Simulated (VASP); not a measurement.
# KF (I4mm) in VASP: further runs, part 2 of 2

VASP 6.6.1. The steps go on from the part before.

### Step 3. Single point, PBE (all K atoms moved +0.050 Å, as atom 1 along Cartesian [1 0 0])

INCAR

```
SYSTEM = KF
PREC = Accurate
ENCUT = 520
EDIFF = 1E-6
ISMEAR = 0
SIGMA = 0.05
LREAL = .FALSE.
LASPH = .TRUE.
NELM = 60
ALGO = Normal
ISIF = 2
LWAVE = .FALSE.
LCHARG = .FALSE.
GGA = PE
NBANDS = 15
```

KPOINTS

```
regular mesh
0
G
  8 8 8
  0 0 0
```

POSCAR

```
KF
1.0
    0.0000000000      2.6735000000      2.6735000000
    2.6735000000      0.0000000000      2.6735000000
    2.6735000000      2.6735000000      0.0000000000
K F
1 1
Direct
   -0.0093510380      0.0093510380      0.0093510380
    0.5000000000      0.5000000000      0.5000000000
```

Potentials or basis: VASP PAW PBE potentials, release 64 (K_sv, F).

The run is started by

```bash
> cat potpaw_PBE.64/K_sv/POTCAR potpaw_PBE.64/F/POTCAR > POTCAR
> mpirun -np 1 vasp_std > vasp.out
```

OUTCAR:

```text
SYSTEM = KF
   PREC = Accurate
   ENCUT = 520
   EDIFF = 1E-6
   ISMEAR = 0
   LREAL = .FALSE.
   LASPH = .TRUE.
   NELM = 60
   ISIF = 2
   GGA = PE

 ion  position               nearest neighbor table
   1  0.991  0.009  0.009-   2 2.62   2 2.67   2 2.67   2 2.67   2 2.67   2 2.72
   2  0.500  0.500  0.500-   1 2.62   1 2.67   1 2.67   1 2.67   1 2.67   1 2.72

  LATTYP: Found a face centered cubic cell.
 ALAT       =     5.3470000000

  Lattice vectors:

 A1 = (   0.0000000000,   2.6735000000,   2.6735000000)
 A2 = (   2.6735000000,   0.0000000000,   2.6735000000)
 A3 = (   2.6735000000,   2.6735000000,   0.0000000000)

Analysis of symmetry for initial positions (statically):
=====================================================================
 Subroutine PRICEL returns:
 Original cell was already a primitive cell.

 Routine SETGRP: Setting up the symmetry group for a
 face centered cubic supercell.

 Subroutine GETGRP returns: Found  8 space group operations
 (whereof  8 operations were pure point group operations)
 out of a pool of 48 trial point group operations.

The static configuration has the point symmetry C_4v.

Analysis of symmetry for dynamics (positions and initial velocities):
=====================================================================
 Subroutine PRICEL returns:
 Original cell was already a primitive cell.

 Routine SETGRP: Setting up the symmetry group for a
 face centered cubic supercell.

 Subroutine GETGRP returns: Found  8 space group operations
 (whereof  8 operations were pure point group operations)
 out of a pool of 48 trial point group operations.

The dynamic configuration has the point symmetry C_4v.

 Subroutine INISYM returns: Found  8 space group operations
 (whereof  8 operations are pure point group operations),
 and found     1 'primitive' translations

----------------------------------------------------------------------------------------

                                     Primitive cell

  volume of cell :      38.2182

  direct lattice vectors                    reciprocal lattice vectors
     0.000000000  2.673500000  2.673500000    -0.187020759  0.187020759  0.187020759
     2.673500000  0.000000000  2.673500000     0.187020759 -0.187020759  0.187020759
     2.673500000  2.673500000  0.000000000     0.187020759  0.187020759 -0.187020759

  length of vectors
     3.780899959  3.780899959  3.780899959     0.323929457  0.323929457  0.323929457

  position of ions in fractional coordinates (direct lattice)
     0.990648962  0.009351038  0.009351038
     0.500000000  0.500000000  0.500000000

  ion indices of the primitive-cell ions
   primitive index   ion index
                 1           1
                 2           2

----------------------------------------------------------------------------------------

 KPOINTS: regular mesh

Automatic generation of k-mesh.
 Grid dimensions read from file:
 generate k-points for:    8    8    8

 Generating k-lattice:

  Cartesian coordinates                     Fractional coordinates (reciprocal lattice)
    -0.023377595  0.023377595  0.023377595     0.125000000  0.000000000  0.000000000
     0.023377595 -0.023377595  0.023377595     0.000000000  0.125000000  0.000000000
     0.023377595  0.023377595 -0.023377595     0.000000000  0.000000000  0.125000000

  Length of vectors
     0.040491182  0.040491182  0.040491182

  Shift w.r.t. Gamma in fractional coordinates (k-lattice)
     0.000000000  0.000000000  0.000000000

 Subroutine IBZKPT returns following result:
 ===========================================

 Found     59 irreducible k-points:

 Following reciprocal coordinates:
            Coordinates               Weight
  0.000000  0.000000  0.000000      1.000000
  0.125000  0.000000  0.000000      8.000000
  0.250000  0.000000  0.000000      8.000000
  0.375000  0.000000  0.000000      8.000000
  0.500000  0.000000  0.000000      4.000000
  0.125000  0.125000  0.000000      4.000000
[... 16 lines left out ...]
  0.000000  0.375000  0.250000      8.000000
  0.500000  0.250000  0.000000     16.000000
 [... further k-points ...]
   k-points           NKPTS =     59   k-points in BZ     NKDIM =     59   number of bands    NBANDS=     15
   number of dos      NEDOS =    301   number of ions     NIONS =      2
   total plane-waves  NPLWV =  21952
   dimension x,y,z NGX =    28 NGY =   28 NGZ =   28
   dimension x,y,z NGXF=    56 NGYF=   56 NGZF=   56
   ions per type =               1   1
   NGX,Y,Z   is equivalent  to a cutoff of  12.31, 12.31, 12.31 a.u.
   NGXF,Y,Z  is equivalent  to a cutoff of  24.62, 24.62, 24.62 a.u.
 SYSTEM =  KF
   PREC   = accura    normal or accurate (medium, high low for compatibility)
   ISTART =      0    job   : 0-new  1-cont  2-samecut
   ICHARG =      2    charge: 1-file 2-atom 10-const
   ISPIN  =      1    spin polarized calculation?
   LNONCOLLINEAR =      F non collinear calculations
   LSORBIT =      F    spin-orbit coupling
   LASPH  =      T    aspherical Exc in radial PAW
   ENCUT  =  520.0 eV  38.22 Ry    6.18 a.u.   7.03  7.03  7.03*2*pi/ulx,y,z
   NELM   =     60;   NELMIN=  2; NELMDL= -5     # of ELM steps
   EDIFF  = 0.1E-05   stopping-criterion for ELM
   LREAL  =      F    real-space projection
   EDIFFG = 0.1E-04   stopping-criterion for IOM
   NSW    =      0    number of steps for IOM
   IBRION =     -1    ionic relax: 0-MD 1-quasi-New 2-CG
   NFREE  =      0    steps in history (QN), initial steepest desc. (CG)
   ISIF   =      2    stress and relaxation
   ISYM   =      2    0-nonsym 1-usesym 2-fastsym
   POTIM  = 0.5000    time-step for ionic-motion
   TEBEG  =    0.0;   TEEND  =   0.0 temperature during run
   PSTRESS=    0.0 pullay stress
   NELECT =      16.0000    total number of electrons
   NUPDOWN=      -1.0000    fix difference up-down
   EMIN   =  10.00;   EMAX   =-10.00  energy-range for DOS
   EFERMI =   0.00;   METHOD = LEGACY
   ISMEAR =     0;   SIGMA  =   0.05  broadening in eV -4-tet -1-fermi 0-gaus
   EFERMI_NEDOS =   21; number of points for ismear=-14 and -15
   IALGO  =     38    algorithm
   IMIX   =      4    mixing-type and parameters
     AMIX     =   0.40;   BMIX     =  1.00
     AMIX_MAG =   1.60;   BMIX_MAG =  1.00
  volume/ion in A,a.u.               =      19.11       128.95
  Fermi-wavevector in a.u.,A,eV,Ry     =   1.224686  2.314320 20.406766  1.499855
  Thomas-Fermi vector in A             =   2.359751
   LORBIT       =      0    0 simple, 1 ext, 2 COOP (PROOUT), +10 PAW based schemes
   GGA     = PE    functional components
   LHFCALC =     F    Hartree Fock is set to
   AEXX    =    0.0000 exact exchange contribution
   IVDW    =     0    specifies the selected vdW correction
   LEPSILON=     F    determine dielectric tensor
   LRPA    =     F    only Hartree local field effects (RPA)
 non-spin polarized calculation
 Gauss-broadening in eV      SIGMA  =   0.05
  energy-cutoff  :      520.00
  volume of cell :       38.22
 maximum number of plane-waves:      1056
   NGX = 13   NGY = 13   NGZ = 13

 number of electron      16.0000000 magnetization

 Free energy of the ion-electron system (eV)
  ---------------------------------------------------
  ext. energy  EPLUGINS =         0.00000000
  ---------------------------------------------------
  free energy    TOTEN  =        -8.28876765 eV

  energy without entropy =       -8.28876765  energy(sigma->0) =       -8.28876765

 E-fermi :  -2.4676     XC(G=0):  -8.3949

 val. band max:       -2.8107766200   @ k =   0.0000   0.0000   0.0000
 cond. band min:       3.3456360976   @ k =   0.0000   0.0000   0.0000
 fundamental gap:      6.1564127176
 Fermi energy:        -2.4676123122

 k-point     1 :       0.0000    0.0000    0.0000
  band No.  band energies     occupation
      1     -28.9508      2.00000
      2     -21.4651      2.00000
      3     -12.2026      2.00000
      4     -12.2025      2.00000
      5     -12.2025      2.00000
      6      -2.8118      2.00000
      7      -2.8118      2.00000
      8      -2.8108      2.00000
      9       3.3456      0.00000
     10       7.8659      0.00000
     11       7.8695      0.00000
     12       7.8695      0.00000
     13       9.5348      0.00000
     14       9.5423      0.00000
     15      14.1147      0.00000
[... 397 lines left out ...]
 k-point    24 :       0.5000    0.2500    0.0000
  band No.  band energies     occupation
      1     -28.8465      2.00000
      2     -21.5178      2.00000
      3     -12.5614      2.00000
      4     -12.3890      2.00000
      5     -12.3268      2.00000
      6      -3.2593      2.00000
      7      -3.0617      2.00000
      8      -3.0084      2.00000
      9       6.2816      0.00000
     10       7.1092      0.00000
     11       8.8500      0.00000
     12      10.0119      0.00000
     13      11.2429      0.00000
     14      11.6935      0.00000
     15      12.8087      0.00000

 [... further k-points ...]
[... 5 lines left out ...]
  --------------------------------------------------------------------------------------
  -------------------------------------------------------------------------------------
  Total        0.3532209      0.3214509      0.3214509      0.0000000      0.0000000      0.0000000
  in kB       14.8076609     13.4758016     13.4758016      0.0000000      0.0000000      0.0000000
  external PRESSURE =      13.9197547 kB  Pullay stress =       0.0000000 kB

 VOLUME and BASIS-vectors are now :
 -----------------------------------------------------------------------------
  energy-cutoff  :      520.00
  volume of cell :       38.22
      direct lattice vectors                 reciprocal lattice vectors
     0.000000000  2.673500000  2.673500000    -0.187020759  0.187020759  0.187020759
     2.673500000  0.000000000  2.673500000     0.187020759 -0.187020759  0.187020759
     2.673500000  2.673500000  0.000000000     0.187020759  0.187020759 -0.187020759

 POSITION                                       TOTAL-FORCE (eV/Angst)
 -----------------------------------------------------------------------------------
      0.05000      2.67350      2.67350        -0.082773      0.000000      0.000000
      2.67350      2.67350      2.67350         0.082773      0.000000      0.000000
 -----------------------------------------------------------------------------------
    total drift:                                0.000020      0.000000      0.000000

  FREE ENERGIE OF THE ION-ELECTRON SYSTEM (eV)
  ---------------------------------------------------
  free  energy   TOTEN  =        -8.2887676496 eV

  energy  without entropy=       -8.2887676496  energy(sigma->0) =       -8.28876765
```

It took 12 s on 1 thread of Intel Xeon 6975P-C (Granite Rapids), shared host; peak memory 0.17 GiB.

What came out:

| Property | Result |
| --- | --- |
| Free energy | -8.2888 eV |
| Pressure | 1.4 GPa |
| Largest force | 0.083 eV/Å |
| Band gap on the k mesh | 6.16 eV, direct |

Forces on the atoms (eV/Å):
```
K   -0.083  0.000  0.000
F    0.083  0.000  0.000
```

Stress tensor (GPa, compression positive):
```
1.48 0.00 0.00
0.00 1.35 0.00
0.00 0.00 1.35
```

Caveat: the cell differs from its parent crystal (all K atoms moved +0.050 Å, as atom 1 along Cartesian [1 0 0]). A k mesh can miss the band edges.

### Step 4. Single point, PBE (all K atoms moved +0.125 Å, as atom 1 along Cartesian [1 0 0])

INCAR

```
ALGO     = Normal         # electronic algorithm
EDIFF    = 1E-6           # SCF threshold, eV
ENCUT    = 520            # plane-wave cutoff, eV
GGA      = PE             # functional
ISIF     = 2              # what is computed and relaxed
ISMEAR   = 0              # smearing method
LASPH    = True           # aspherical terms in the spheres
LCHARG   = False          # write CHGCAR
LREAL    = False          # projectors in reciprocal space
LWAVE    = False          # write WAVECAR
NBANDS   = 15             # bands
NELM     = 60             # most SCF steps
PREC     = Accurate       # precision mode
SIGMA    = 0.05           # smearing width, eV
```

KPOINTS

```
k-points
0
Gamma
  8 8 8
```

Changes to POSCAR since step 3:

```diff
@@ -8,3 +8,3 @@
 Direct
-   -0.0093510380      0.0093510380      0.0093510380
+   -0.0233775949      0.0233775949      0.0233775949
     0.5000000000      0.5000000000      0.5000000000
```

The run is started by

```bash
> cat potpaw_PBE.64/K_sv/POTCAR potpaw_PBE.64/F/POTCAR > POTCAR
> mpirun -np 1 vasp_std > vasp.out
```

It took 12 s on 1 thread of Intel Xeon 6975P-C (Granite Rapids), shared host; peak memory 0.17 GiB.

It converged, with:

* Free energy: -8.2776 eV
* Pressure: 1.6 GPa
* Largest force: 0.220 eV/Å
* Band gap on the k mesh: 6.16 eV, direct

Forces on the atoms (eV/Å):
```
K   -0.220  0.000  0.000
F    0.220  0.000  0.000
```

Stress tensor (GPa, compression positive):
```
2.15 0.00 0.00
0.00 1.31 0.00
0.00 0.00 1.31
```

Levels at points of the mesh, in eV from the valence-band top:
```tsv
k point	band 5	band 6	band 7	band 8	band 9	band 10	band 11	band 12
(0.00, 0.00, 0.00)	-9.38	-0.01	-0.01	0.00	6.16	10.69	10.71	10.71
(0.50, 0.00, 0.00)	-9.42	-0.78	-0.34	-0.33	9.06	10.56	12.07	12.10
(0.50, 0.50, 0.00)	-9.59	-0.21	-0.07	-0.05	8.25	10.28	11.81	13.62
(0.00, 0.50, 0.50)	-9.59	-0.20	-0.05	-0.05	8.21	10.26	11.78	13.62
```

Caveat: the cell differs from its parent crystal (all K atoms moved +0.125 Å, as atom 1 along Cartesian [1 0 0]).
